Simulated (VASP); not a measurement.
# Zn (P6_3/mmc) in VASP: single point with PBEsol

Aim: the single point of Zn with PBEsol.

All numbers are computed with VASP 6.6.1; they aren't measurements. Logs are shortened: lines on timing, memory, paths and dates and some standing lists are left out, and cuts for length are marked.

### 1 The cell of the first run

The structure is hexagonal, space group P6_3/mmc (No. 194). The conventional cell has a = 2.638 Å, b = 2.638 Å, c = 4.947 Å, α = 90.00°, β = 90.00°, γ = 120.00°. Within 3.5 Å of Zn (site symmetry -6m2) lie 12 Zn at 2.64 to 2.90 Å.

### 2 Single point, PBEsol (equal xx and yy strain of -1 %)

Input file INCAR:

```
SYSTEM = Zn
ALGO     = Normal         ! electronic algorithm
EDIFF    = 1E-6           ! SCF threshold, eV
ENCUT    = 520            ! plane-wave cutoff, eV
GGA      = PS             ! functional
ISIF     = 2              ! what is computed and relaxed
ISMEAR   = -1             ! smearing method
LASPH    = .True.         ! aspherical terms in the spheres
LCHARG   = .False.        ! write CHGCAR
LREAL    = .False.        ! projectors in reciprocal space
LWAVE    = .False.        ! write WAVECAR
NBANDS   = 19             ! bands
NELM     = 100            ! most SCF steps
PREC     = Accurate       ! precision mode
SIGMA    = 0.03           ! smearing width, eV
```

Input file KPOINTS:

```
k-points
0
Gamma
  18 18 8
  0 0 0
```

Input file POSCAR:

```
Zn
1.0
    2.6381500727      0.0000000000      0.0000000000
   -1.3190750363      2.2847049819      0.0000000000
    0.0000000000      0.0000000000      4.9467000000
Zn
2
Direct
    0.3333333333      0.6666666667      0.2500000000
    0.6666666667      0.3333333333      0.7500000000
```

Potentials or basis: VASP PAW PBE potentials, release 64 (Zn).

Started as:

```sh
$ cat potpaw_PBE.64/Zn/POTCAR > POTCAR
$ mpirun -np 1 vasp_std > vasp.out
```

OUTCAR:

```text
SYSTEM = Zn
   EDIFF = 1E-6
   ENCUT = 520
   GGA = PS
   ISIF = 2
   ISMEAR = -1
   LASPH = .True.
   LREAL = .False.
   NELM = 100
   PREC = Accurate

 ion  position               nearest neighbor table
   1  0.333  0.667  0.250-   2 2.90   2 2.90   2 2.90   2 2.90   2 2.90   2 2.90
   2  0.667  0.333  0.750-   1 2.90   1 2.90   1 2.90   1 2.90   1 2.90   1 2.90

  LATTYP: Found a hexagonal cell.
 ALAT       =     2.6381500727
 C/A-ratio  =     1.8750639136

  Lattice vectors:

 A1 = (   2.6381500727,   0.0000000000,   0.0000000000)
 A2 = (  -1.3190750363,   2.2847049819,   0.0000000000)
 A3 = (   0.0000000000,   0.0000000000,   4.9467000000)

Analysis of symmetry for initial positions (statically):
=====================================================================
 Subroutine PRICEL returns:
 Original cell was already a primitive cell.

 Routine SETGRP: Setting up the symmetry group for a
 hexagonal supercell.

 Subroutine GETGRP returns: Found 24 space group operations
 (whereof 12 operations were pure point group operations)
 out of a pool of 24 trial point group operations.

The static configuration has the point symmetry D_3d.
 The point group associated with its full space group is D_6h.

Analysis of symmetry for dynamics (positions and initial velocities):
=====================================================================
 Subroutine PRICEL returns:
 Original cell was already a primitive cell.

 Routine SETGRP: Setting up the symmetry group for a
 hexagonal supercell.

 Subroutine GETGRP returns: Found 24 space group operations
 (whereof 12 operations were pure point group operations)
 out of a pool of 24 trial point group operations.

The dynamic configuration has the point symmetry D_3d.
 The point group associated with its full space group is D_6h.

 Subroutine INISYM returns: Found 24 space group operations
 (whereof 12 operations are pure point group operations),
 and found     1 'primitive' translations

----------------------------------------------------------------------------------------

                                     Primitive cell

  volume of cell :      29.8157

  direct lattice vectors                    reciprocal lattice vectors
     2.638150073  0.000000000  0.000000000     0.379053493  0.218846636  0.000000000
    -1.319075036  2.284704982  0.000000000     0.000000000  0.437693272  0.000000000
     0.000000000  0.000000000  4.946700000     0.000000000  0.000000000  0.202154972

  length of vectors
     2.638150073  2.638150073  4.946700000     0.437693272  0.437693272  0.202154972

  position of ions in fractional coordinates (direct lattice)
     0.333333333  0.666666667  0.250000000
     0.666666667  0.333333333  0.750000000

  ion indices of the primitive-cell ions
   primitive index   ion index
                 1           1
                 2           2

----------------------------------------------------------------------------------------

 KPOINTS: k-points

Automatic generation of k-mesh.
 Grid dimensions read from file:
 generate k-points for:   18   18    8

 Generating k-lattice:

  Cartesian coordinates                     Fractional coordinates (reciprocal lattice)
     0.021058527  0.012158146  0.000000000     0.055555556  0.000000000  0.000000000
     0.000000000  0.024316293  0.000000000     0.000000000  0.055555556  0.000000000
     0.000000000  0.000000000  0.025269372     0.000000000  0.000000000  0.125000000

  Length of vectors
     0.024316293  0.024316293  0.025269372

  Shift w.r.t. Gamma in fractional coordinates (k-lattice)
     0.000000000  0.000000000  0.000000000

 Subroutine IBZKPT returns following result:
 ===========================================

 Found    185 irreducible k-points:

 Following reciprocal coordinates:
            Coordinates               Weight
  0.000000  0.000000  0.000000      1.000000
  0.055556 -0.000000  0.000000      6.000000
  0.111111 -0.000000  0.000000      6.000000
  0.166667  0.000000  0.000000      6.000000
  0.222222 -0.000000  0.000000      6.000000
  0.277778 -0.000000  0.000000      6.000000
[... 16 lines left out ...]
  0.333333  0.111111  0.000000     12.000000
  0.388889  0.111111  0.000000     12.000000
 [... further k-points ...]
   k-points           NKPTS =    185   k-points in BZ     NKDIM =    185   number of bands    NBANDS=     19
   number of dos      NEDOS =    301   number of ions     NIONS =      2
   total plane-waves  NPLWV =  16000
   dimension x,y,z NGX =    20 NGY =   20 NGZ =   40
   dimension x,y,z NGXF=    40 NGYF=   40 NGZF=   80
   ions per type =               2
   NGX,Y,Z   is equivalent  to a cutoff of  12.60, 12.60, 13.44 a.u.
   NGXF,Y,Z  is equivalent  to a cutoff of  25.21, 25.21, 26.89 a.u.
 SYSTEM =  Zn
   PREC   = accura    normal or accurate (medium, high low for compatibility)
   ISTART =      0    job   : 0-new  1-cont  2-samecut
   ICHARG =      2    charge: 1-file 2-atom 10-const
   ISPIN  =      1    spin polarized calculation?
   LNONCOLLINEAR =      F non collinear calculations
   LSORBIT =      F    spin-orbit coupling
   LASPH  =      T    aspherical Exc in radial PAW
   ENCUT  =  520.0 eV  38.22 Ry    6.18 a.u.   4.91  4.91  9.20*2*pi/ulx,y,z
   NELM   =    100;   NELMIN=  2; NELMDL= -5     # of ELM steps
   EDIFF  = 0.1E-05   stopping-criterion for ELM
   LREAL  =      F    real-space projection
   EDIFFG = 0.1E-04   stopping-criterion for IOM
   NSW    =      0    number of steps for IOM
   IBRION =     -1    ionic relax: 0-MD 1-quasi-New 2-CG
   NFREE  =      0    steps in history (QN), initial steepest desc. (CG)
   ISIF   =      2    stress and relaxation
   ISYM   =      2    0-nonsym 1-usesym 2-fastsym
   POTIM  = 0.5000    time-step for ionic-motion
   TEBEG  =    0.0;   TEEND  =   0.0 temperature during run
   PSTRESS=    0.0 pullay stress
   NELECT =      24.0000    total number of electrons
   NUPDOWN=      -1.0000    fix difference up-down
   EMIN   =  10.00;   EMAX   =-10.00  energy-range for DOS
   EFERMI =   0.00;   METHOD = LEGACY
   ISMEAR =    -1;   SIGMA  =   0.03  broadening in eV -4-tet -1-fermi 0-gaus
   EFERMI_NEDOS =   21; number of points for ismear=-14 and -15
   IALGO  =     38    algorithm
   IMIX   =      4    mixing-type and parameters
     AMIX     =   0.40;   BMIX     =  1.00
     AMIX_MAG =   1.60;   BMIX_MAG =  1.00
  volume/ion in A,a.u.               =      14.91       100.60
  Fermi-wavevector in a.u.,A,eV,Ry     =   1.522872  2.877812 31.553819  2.319140
  Thomas-Fermi vector in A             =   2.631393
   LORBIT       =      0    0 simple, 1 ext, 2 COOP (PROOUT), +10 PAW based schemes
   GGA     = PS    functional components
   LHFCALC =     F    Hartree Fock is set to
   AEXX    =    0.0000 exact exchange contribution
   IVDW    =     0    specifies the selected vdW correction
   LEPSILON=     F    determine dielectric tensor
   LRPA    =     F    only Hartree local field effects (RPA)
 non-spin polarized calculation
  energy-cutoff  :      520.00
  volume of cell :       29.82
 maximum number of plane-waves:       825
 NGX is ok and might be reduce to    20
   NGX =  9   NGY =  9   NGZ = 19

 number of electron      24.0000026 magnetization

 Free energy of the ion-electron system (eV)
  ---------------------------------------------------
  ext. energy  EPLUGINS =         0.00000000
  ---------------------------------------------------
  free energy    TOTEN  =        -3.15755670 eV

  energy without entropy =       -3.15573235  energy(sigma->0) =       -3.15664452

 E-fermi :   3.2354     XC(G=0): -11.8042

 val. band max:        3.2254260576   @ k =   0.0000   0.0000   0.2500
 cond. band min:       3.2423764803   @ k =   0.2222   0.0556   0.1250
 fundamental gap:      0.0169504227
 Fermi energy:         3.2354070754

 k-point     1 :       0.0000    0.0000    0.0000
  band No.  band energies     occupation
      1      -7.4988      2.00000
      2      -5.6243      2.00000
      3      -4.8799      2.00000
      4      -4.6304      2.00000
      5      -4.6304      2.00000
      6      -4.5805      2.00000
[... 11 lines left out ...]
     18      22.5819      0.00000
     19      22.5868      0.00000

 k-point     2 :       0.0556   -0.0000    0.0000
  band No.  band energies     occupation
      1      -7.4051      2.00000
      2      -5.5812      2.00000
      3      -4.8693      2.00000
      4      -4.6406      2.00000
      5      -4.6076      2.00000
      6      -4.5914      2.00000
[... 11 lines left out ...]
     18      21.6099      0.00000
     19      23.4690      0.00000

 k-point     3 :       0.1111   -0.0000    0.0000
  band No.  band energies     occupation
      1      -7.1275      2.00000
      2      -5.4634      2.00000
      3      -4.8444      2.00000
      4      -4.6643      2.00000
      5      -4.6139      2.00000
      6      -4.5415      2.00000
[... 11 lines left out ...]
     18      20.8445      0.00000
     19      22.4901      0.00000

 k-point     4 :       0.1667    0.0000    0.0000
  band No.  band energies     occupation
      1      -6.6804      2.00000
      2      -5.3102      2.00000
      3      -4.8234      2.00000
      4      -4.6952      2.00000
      5      -4.5969      2.00000
      6      -4.4829      2.00000
[... 11 lines left out ...]
     18      19.6947      0.00000
     19      20.5607      0.00000

 k-point     5 :       0.2222   -0.0000    0.0000
  band No.  band energies     occupation
      1      -6.1115      2.00000
      2      -5.2034      2.00000
      3      -4.7829      2.00000
      4      -4.7088      2.00000
      5      -4.6711      2.00000
      6      -4.4816      2.00000
[... 11 lines left out ...]
     18      19.0304      0.00000
     19      19.0857      0.00000

 k-point     6 :       0.2778   -0.0000    0.0000
  band No.  band energies     occupation
      1      -5.5900      2.00000
      2      -5.2016      2.00000
      3      -4.8389      2.00000
      4      -4.7115      2.00000
      5      -4.5909      2.00000
      6      -4.4592      2.00000
[... 11 lines left out ...]
     18      18.5857      0.00000
     19      19.5017      0.00000

 k-point     7 :       0.3333    0.0000    0.0000
  band No.  band energies     occupation
      1      -5.3760      2.00000
      2      -5.2481      2.00000
      3      -4.9725      2.00000
      4      -4.6189      2.00000
      5      -4.5349      2.00000
      6      -4.4070      2.00000
[... 11 lines left out ...]
     18      18.1934      0.00000
     19      19.8605      0.00000

 k-point     8 :       0.3889   -0.0000    0.0000
  band No.  band energies     occupation
      1      -5.3668      2.00000
      2      -5.2877      2.00000
      3      -5.0677      2.00000
      4      -4.5959      2.00000
      5      -4.5364      2.00000
      6      -4.4364      2.00000
[... 256 lines left out ...]
 k-point    20 :       0.1667    0.1111    0.0000
  band No.  band energies     occupation
      1      -5.8667      2.00000
      2      -5.0963      2.00000
      3      -4.8548      2.00000
      4      -4.7212      2.00000
      5      -4.7092      2.00000
      6      -4.5887      2.00000
[... 11 lines left out ...]
     18      18.5059      0.00000
     19      19.1561      0.00000

 k-point    21 :       0.2222    0.1111    0.0000
  band No.  band energies     occupation
      1      -5.3695      2.00000
      2      -5.0956      2.00000
      3      -4.8518      2.00000
      4      -4.7543      2.00000
      5      -4.6944      2.00000
      6      -4.5281      2.00000
[... 11 lines left out ...]
     18      17.7097      0.00000
     19      18.7220      0.00000

 k-point    22 :       0.2778    0.1111    0.0000
  band No.  band energies     occupation
      1      -5.2127      2.00000
      2      -5.1421      2.00000
      3      -4.9656      2.00000
      4      -4.6129      2.00000
      5      -4.5773      2.00000
      6      -4.5350      2.00000
[... 11 lines left out ...]
     18      17.0530      0.00000
     19      18.2452      0.00000

 k-point    23 :       0.3333    0.1111    0.0000
  band No.  band energies     occupation
      1      -5.2498      2.00000
      2      -5.1693      2.00000
      3      -5.0467      2.00000
      4      -4.6127      2.00000
      5      -4.5302      2.00000
      6      -4.4549      2.00000
[... 11 lines left out ...]
     18      16.5631      0.00000
     19      17.8565      0.00000

 k-point    24 :       0.3889    0.1111    0.0000
  band No.  band energies     occupation
      1      -5.2908      2.00000
      2      -5.1951      2.00000
      3      -5.0948      2.00000
      4      -4.6330      2.00000
      5      -4.4918      2.00000
      6      -4.4776      2.00000
[... 11 lines left out ...]
     18      16.2607      0.00000
     19      17.6153      0.00000

 [... further k-points ...]

------------------------ aborting loop because EDIFF is reached ----------------------------------------

  FORCE on cell =-STRESS in cart. coord.  units (eV):
  Direction    XX          YY          ZZ          XY          YZ          ZX
  --------------------------------------------------------------------------------------
  -------------------------------------------------------------------------------------
  Total       -0.7422929     -0.7422929     -0.4588462     -0.0000000     -0.0000000      0.0000000
  in kB      -39.8878558    -39.8878558    -24.6565630     -0.0000000     -0.0000000      0.0000000
  external PRESSURE =     -34.8107582 kB  Pullay stress =       0.0000000 kB

 VOLUME and BASIS-vectors are now :
 -----------------------------------------------------------------------------
  energy-cutoff  :      520.00
  volume of cell :       29.82
      direct lattice vectors                 reciprocal lattice vectors
     2.638150073  0.000000000  0.000000000     0.379053493  0.218846636  0.000000000
    -1.319075036  2.284704982  0.000000000     0.000000000  0.437693272  0.000000000
     0.000000000  0.000000000  4.946700000     0.000000000  0.000000000  0.202154972

 POSITION                                       TOTAL-FORCE (eV/Angst)
 -----------------------------------------------------------------------------------
     -0.00000      1.52314      1.23667         0.000000      0.000000      0.000000
      1.31908      0.76157      3.71002        -0.000000      0.000000      0.000000
 -----------------------------------------------------------------------------------
    total drift:                                0.000000     -0.000000      0.000000

  FREE ENERGIE OF THE ION-ELECTRON SYSTEM (eV)
  ---------------------------------------------------
  free  energy   TOTEN  =        -3.1575566957 eV

  energy  without entropy=       -3.1557323510  energy(sigma->0) =       -3.15664452
```

Run time: 2.1 min. Hardware: 1 thread of AMD EPYC 7R13, shared host; peak memory 0.17 GiB.

Results:

```
Free energy            : -3.1576 eV
Pressure               : -3.5 GPa
Band gap on the k mesh : zero (band 12 reaches 4.75 eV, above the bottom of band 13 at -0.06 eV)
```

Caveat: the cell differs from its parent crystal (equal xx and yy strain of -1 %); the PAW data sets were made with another functional, which shifts forces and pressure a little.
